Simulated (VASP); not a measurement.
## BiTe: single point with PBE

The system is BiTe.

```
CELL_PARAMETERS angstrom
0.00000 3.34873 3.29996
3.34873 0.00000 3.29996
3.34873 3.34873 0.00000
ATOMIC_POSITIONS crystal
Bi 0.00000 0.00000 0.00000
Te 0.50000 0.50000 0.50000
```

This cell differs from its parent crystal: strain +0.030 along x and y, +0.015 along z.

| Property | Result |
| --- | --- |
| Program | VASP 6.6.1 |
| Task | single point |
| Functional | PBE |
| Potentials or basis | VASP PAW PBE potentials, release 64 (Bi_d, Te) |
| Cutoff | 520 eV |
| k mesh | 16 × 16 × 16 |
| Occupations | gaussian, width 0.15 eV |
| Spin | no spin polarisation |

```
Pressure               : -2.9 GPa
Band gap on the k mesh : zero (an odd number of electrons rules out a gap without spin polarisation)
```

Stress tensor (GPa, compression positive):
```
-3.22  0.00  0.00
 0.00 -3.22  0.00
 0.00  0.00 -2.39
```

Levels at points of the mesh, in eV from the Fermi level:
```csv
k point,band 6,band 7,band 8,band 9,band 10,band 11,band 12,band 13,band 14,band 15
"(0.00, 0.00, 0.00)",-12.95,-8.43,-2.44,-2.25,-2.25,1.86,1.86,2.17,4.77,4.77
"(0.50, 0.00, 0.00)",-11.22,-10.98,-1.75,-1.74,-1.59,-0.78,-0.51,-0.48,7.14,7.54
"(0.50, 0.50, 0.00)",-11.36,-10.03,-5.11,-3.62,-3.62,2.54,3.15,3.15,4.47,8.44
"(0.50, 0.00, 0.50)",-11.50,-9.89,-5.06,-3.70,-3.52,2.57,3.04,3.36,4.27,8.36
```

It took 8.4 min on 1 thread of Intel(R) Xeon(R) Platinum 8259CL CPU @ 2.50GHz (Skylake/Cascade Lake), with other jobs on the host, peak memory 0.56 GiB.

Caveat: the cell differs from its parent crystal (strain +0.030 along x and y, +0.015 along z); spin-orbit coupling is left out, which moves the levels of the heavy elements.
